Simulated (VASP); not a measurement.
# Ir (Fm-3m) in VASP: a series of runs

Runs on Ir. Level: PBE. Tasks: single point.

Everything below comes from runs of VASP 6.6.1. Logs are shortened: lines on timing, memory, paths and dates and some standing lists are left out, and cuts for length are marked.

## 1. The cell of the first run

It takes space group Fm-3m (No. 225, cubic). The conventional cell has a = 3.831 Å, b = 3.831 Å, c = 3.831 Å, α = 90.00°, β = 90.00°, γ = 90.00°. Within 3.6 Å of Ir (site symmetry m-3m) lie 12 Ir at 2.71 Å.

## 2. Single point, PBE

File INCAR:

```
ALGO = Normal
EDIFF = 1E-6
ENCUT = 500
GGA = PE
GGA_COMPAT = False
ISIF = 2
ISMEAR = -1
LASPH = True
LCHARG = False
LREAL = False
LWAVE = False
NBANDS = 10
NELM = 120
PREC = Accurate
SIGMA = 0.05
```

File KPOINTS:

```
k-points
0
Gamma
  3 3 3
```

File POSCAR:

```
Ir
1.0
    0.0000000000      1.9156000000      1.9156000000
    1.9156000000      0.0000000000      1.9156000000
    1.9156000000      1.9156000000      0.0000000000
Ir
1
Direct
    0.0000000000      0.0000000000      0.0000000000
```

Potentials or basis: VASP PAW PBE potentials, release 64 (Ir).

Started as:

```
> cat potpaw_PBE.64/Ir/POTCAR > POTCAR
> mpirun -np 1 vasp_std > vasp.out
```

OUTCAR:

```text
EDIFF = 1E-6
   ENCUT = 500
   GGA = PE
   ISIF = 2
   ISMEAR = -1
   LASPH = True
   LREAL = False
   NELM = 120
   PREC = Accurate

 ion  position               nearest neighbor table
   1  0.000  0.000  0.000-

  LATTYP: Found a face centered cubic cell.
 ALAT       =     3.8312000000

  Lattice vectors:

 A1 = (   0.0000000000,   1.9156000000,   1.9156000000)
 A2 = (   1.9156000000,   0.0000000000,   1.9156000000)
 A3 = (   1.9156000000,   1.9156000000,   0.0000000000)

Analysis of symmetry for initial positions (statically):
=====================================================================
 Subroutine PRICEL returns:
 Original cell was already a primitive cell.

 Routine SETGRP: Setting up the symmetry group for a
 face centered cubic supercell.

 Subroutine GETGRP returns: Found 48 space group operations
[... 9 lines left out ...]

 Routine SETGRP: Setting up the symmetry group for a
 face centered cubic supercell.

 Subroutine GETGRP returns: Found 48 space group operations
[... 11 lines left out ...]
                                     Primitive cell

  volume of cell :      14.0587

  direct lattice vectors                    reciprocal lattice vectors
     0.000000000  1.915600000  1.915600000    -0.261014826  0.261014826  0.261014826
     1.915600000  0.000000000  1.915600000     0.261014826 -0.261014826  0.261014826
     1.915600000  1.915600000  0.000000000     0.261014826  0.261014826 -0.261014826

  length of vectors
     2.709067500  2.709067500  2.709067500     0.452090940  0.452090940  0.452090940

  position of ions in fractional coordinates (direct lattice)
     0.000000000  0.000000000  0.000000000

  ion indices of the primitive-cell ions
   primitive index   ion index
                 1           1

----------------------------------------------------------------------------------------

 KPOINTS: k-points

Automatic generation of k-mesh.
 Grid dimensions read from file:
 generate k-points for:    3    3    3

 Generating k-lattice:

  Cartesian coordinates                     Fractional coordinates (reciprocal lattice)
    -0.087004942  0.087004942  0.087004942     0.333333333  0.000000000  0.000000000
     0.087004942 -0.087004942  0.087004942     0.000000000  0.333333333  0.000000000
     0.087004942  0.087004942 -0.087004942     0.000000000  0.000000000  0.333333333

  Length of vectors
     0.150696980  0.150696980  0.150696980

[... 31 lines left out ...]
   NELM   =    120;   NELMIN=  2; NELMDL= -5     # of ELM steps
   EDIFF  = 0.1E-05   stopping-criterion for ELM
   LREAL  =      F    real-space projection
   EDIFFG = 0.1E-04   stopping-criterion for IOM
   NSW    =      0    number of steps for IOM
   IBRION =     -1    ionic relax: 0-MD 1-quasi-New 2-CG
   NFREE  =      0    steps in history (QN), initial steepest desc. (CG)
   ISIF   =      2    stress and relaxation
   ISYM   =      2    0-nonsym 1-usesym 2-fastsym
   POTIM  = 0.5000    time-step for ionic-motion
   TEBEG  =    0.0;   TEEND  =   0.0 temperature during run
   PSTRESS=    0.0 pullay stress
   NELECT =       9.0000    total number of electrons
   NUPDOWN=      -1.0000    fix difference up-down
   EMIN   =  10.00;   EMAX   =-10.00  energy-range for DOS
   EFERMI =   0.00;   METHOD = LEGACY
   ISMEAR =    -1;   SIGMA  =   0.05  broadening in eV -4-tet -1-fermi 0-gaus
   EFERMI_NEDOS =   21; number of points for ismear=-14 and -15
   IALGO  =     38    algorithm
   IMIX   =      4    mixing-type and parameters
     AMIX     =   0.40;   BMIX     =  1.00
     AMIX_MAG =   1.60;   BMIX_MAG =  1.00
  volume/ion in A,a.u.               =      14.06        94.87
  Fermi-wavevector in a.u.,A,eV,Ry     =   1.410937  2.666284 27.085691  1.990742
  Thomas-Fermi vector in A             =   2.532839
   LORBIT       =      0    0 simple, 1 ext, 2 COOP (PROOUT), +10 PAW based schemes
   GGA     = PE    functional components
   LHFCALC =     F    Hartree Fock is set to
   AEXX    =    0.0000 exact exchange contribution
   IVDW    =     0    specifies the selected vdW correction
   LEPSILON=     F    determine dielectric tensor
   LRPA    =     F    only Hartree local field effects (RPA)
 non-spin polarized calculation
  energy-cutoff  :      500.00
  volume of cell :       14.06
 maximum number of plane-waves:       359
   NGX =  9   NGY =  9   NGZ =  9

 number of electron       9.0000001 magnetization

 Free energy of the ion-electron system (eV)
  ---------------------------------------------------
  ext. energy  EPLUGINS =         0.00000000
  ---------------------------------------------------
  free energy    TOTEN  =        -7.52580607 eV

  energy without entropy =       -7.48429827  energy(sigma->0) =       -7.50505217

 E-fermi :  10.2101     XC(G=0): -14.0493

 val. band max:        9.9743648985   @ k =   0.3333   0.3333   0.0000
 cond. band min:      10.2414842845   @ k =   0.3333   0.0000   0.0000
 fundamental gap:      0.2671193860
 Fermi energy:        10.2100991062

 k-point     1 :       0.0000    0.0000    0.0000
  band No.  band energies     occupation
      1      -0.6544      2.00000
      2       6.5714      2.00000
      3       6.5714      2.00000
      4       6.5714      2.00000
      5       9.2525      2.00000
      6       9.2525      2.00000
      7      24.8670      0.00000
      8      30.4474      0.00000
      9      30.4474      0.00000
     10      30.4474      0.00000
[... 27 lines left out ...]
 k-point     4 :      -0.3333    0.3333    0.0000
  band No.  band energies     occupation
      1       3.9872      2.00000
      2       5.1339      2.00000
      3       6.6021      2.00000
      4       8.8415      2.00000
      5      10.4977      0.00633
      6      15.5811      0.00000
      7      20.4959      0.00000
      8      21.5076      0.00000
      9      28.4196      0.00000
     10      30.2121      0.00000

------------------------ aborting loop because EDIFF is reached ----------------------------------------

  FORCE on cell =-STRESS in cart. coord.  units (eV):
  Direction    XX          YY          ZZ          XY          YZ          ZX
  --------------------------------------------------------------------------------------
  -------------------------------------------------------------------------------------
  Total        3.3599103      3.3599103      3.3599103      0.0000000      0.0000000     -0.0000000
  in kB      382.9074241    382.9074241    382.9074241      0.0000000      0.0000000     -0.0000000
  external PRESSURE =     382.9074241 kB  Pullay stress =       0.0000000 kB

 VOLUME and BASIS-vectors are now :
 -----------------------------------------------------------------------------
  energy-cutoff  :      500.00
  volume of cell :       14.06
      direct lattice vectors                 reciprocal lattice vectors
     0.000000000  1.915600000  1.915600000    -0.261014826  0.261014826  0.261014826
     1.915600000  0.000000000  1.915600000     0.261014826 -0.261014826  0.261014826
     1.915600000  1.915600000  0.000000000     0.261014826  0.261014826 -0.261014826

 POSITION                                       TOTAL-FORCE (eV/Angst)
 -----------------------------------------------------------------------------------
      0.00000      0.00000      0.00000         0.000000      0.000000      0.000000
 -----------------------------------------------------------------------------------
    total drift:                               -0.000000     -0.000000     -0.000000

  FREE ENERGIE OF THE ION-ELECTRON SYSTEM (eV)
  ---------------------------------------------------
  free  energy   TOTEN  =        -7.5258060659 eV

  energy  without entropy=       -7.4842982747  energy(sigma->0) =       -7.50505217
```

OSZICAR:

```text
N       E                     dE             d eps       ncg     rms          rms(c)
DAV:   1     0.384268375057E+02    0.38427E+02   -0.41230E+03    80   0.805E+02
DAV:   2    -0.749322035847E+01   -0.45920E+02   -0.44728E+02    82   0.185E+02
DAV:   3    -0.811343970948E+01   -0.62022E+00   -0.61811E+00   112   0.251E+01
DAV:   4    -0.811716058970E+01   -0.37209E-02   -0.37204E-02    92   0.178E+00
DAV:   5    -0.811722611411E+01   -0.65524E-04   -0.65523E-04    90   0.211E-01    0.171E+01
DAV:   6    -0.764762601576E+01    0.46960E+00   -0.68721E-01    84   0.107E+01    0.793E+00
DAV:   7    -0.753320241238E+01    0.11442E+00   -0.31305E-01    86   0.678E+00    0.183E+00
DAV:   8    -0.752590797274E+01    0.72944E-02   -0.53513E-03    82   0.951E-01    0.106E-01
DAV:   9    -0.752579793007E+01    0.11004E-03   -0.53251E-04    92   0.299E-01    0.339E-02
DAV:  10    -0.752580585061E+01   -0.79205E-05   -0.60742E-06    94   0.246E-02    0.642E-03
DAV:  11    -0.752580606593E+01   -0.21533E-06   -0.15835E-07    46   0.331E-03
   1 F= -.75258061E+01 E0= -.75050522E+01  d E =-.415078E-01
```

Wall time 4 s (1 thread of AMD EPYC 7R13, shared host); peak memory 0.09 GiB.

What came out:

```
Free energy : -7.5258 eV
Pressure    : 38.3 GPa
```

Caveat: the k points lie up to 0.95 Å⁻¹ apart; spin-orbit coupling is left out, which moves the levels of the heavy elements.

## 3. Single point, PBE

File INCAR:

```
SYSTEM = Ir
PREC = Accurate ; ENCUT = 500
EDIFF = 1E-6 ; ISMEAR = -1
SIGMA = 0.05 ; LREAL = .FALSE.
LASPH = .TRUE. ; NELM = 120
ALGO = Normal ; ISIF = 2
LWAVE = .FALSE. ; LCHARG = .FALSE.
GGA = PE ; NBANDS = 10
GGA_COMPAT = .FALSE.
```

File KPOINTS:

```
regular mesh
0
G
  5 5 5
  0 0 0
```

POSCAR is that of step 2.

Potentials or basis: VASP PAW PBE potentials, release 64 (Ir).

Started as:

```
> cat potpaw_PBE.64/Ir/POTCAR > POTCAR
> mpirun -np 1 vasp_std > vasp.out
```

Wall time 5.5 s (1 thread of AMD EPYC 7R13, shared host); peak memory 0.09 GiB.

Results (log left out):

```yaml
Free_energy: -8.5884 eV
Pressure: 16.7 GPa
```

Levels at points of the mesh, in eV from the Fermi level:
| k point | band 1 | band 2 | band 3 | band 4 | band 5 | band 6 | band 7 | band 8 | band 9 |
| --- | --- | --- | --- | --- | --- | --- | --- | --- | --- |
| (0.00, 0.00, 0.00) | -11.58 | -4.32 | -4.32 | -4.32 | -1.60 | -1.60 | 13.90 | 19.55 | 19.55 |

Caveat: the k points lie up to 0.57 Å⁻¹ apart; spin-orbit coupling is left out, which moves the levels of the heavy elements.

## 4. Single point, PBE

File INCAR:

```
PREC = Accurate
ENCUT = 500
EDIFF = 1E-6
ISMEAR = -1
SIGMA = 0.05
LREAL = F
LASPH = T
NELM = 120
ALGO = Normal
ISIF = 2
LWAVE = F
LCHARG = F
GGA = PE
NBANDS = 10
GGA_COMPAT = F
```

File KPOINTS:

```
Automatic mesh
0
Gamma
  6 6 6
```

POSCAR is that of step 3.

Started as:

```
> cat potpaw_PBE.64/Ir/POTCAR > POTCAR
> mpirun -np 1 vasp_std > vasp.out
```

Wall time 6.9 s (1 thread of AMD EPYC 7R13, shared host); peak memory 0.1 GiB.

The run converged. Its results:

- Free energy: -8.7732 eV
- Pressure: 13.0 GPa

Levels at points of the mesh, in eV from the Fermi level:
```tsv
k point	band 1	band 2	band 3	band 4	band 5	band 6	band 7	band 8	band 9
(0.00, 0.00, 0.00)	-10.75	-3.50	-3.50	-3.50	-0.80	-0.80	14.76	20.37	20.37
(0.50, 0.00, 0.00)	-7.74	-3.62	-3.62	-0.35	1.32	1.32	7.75	14.29	20.28
(0.50, 0.50, 0.00)	-7.57	-6.98	1.28	1.91	1.91	2.13	11.02	12.17	12.17
```

Caveat: the k points lie up to 0.47 Å⁻¹ apart; spin-orbit coupling is left out, which moves the levels of the heavy elements.

## 5. Overview

| k mesh | gap on the mesh (eV) | pressure (GPa) |
| --- | --- | --- |
| 3 × 3 × 3 | none | 38.3 |
| 5 × 5 × 5 | none | 16.7 |
| 6 × 6 × 6 | none | 13.0 |

Alike in all rows: task single point; level PBE; potentials or basis VASP PAW PBE potentials, release 64 (Ir); no spin polarisation; cell as given; cutoff (eV) 500; smearing fermi-dirac 0.05 eV.

Caveats: all runs use coarse meshes; spin-orbit coupling is left out, which moves the levels of the heavy elements.

Absolute energies hang on the potentials; compare differences alone.
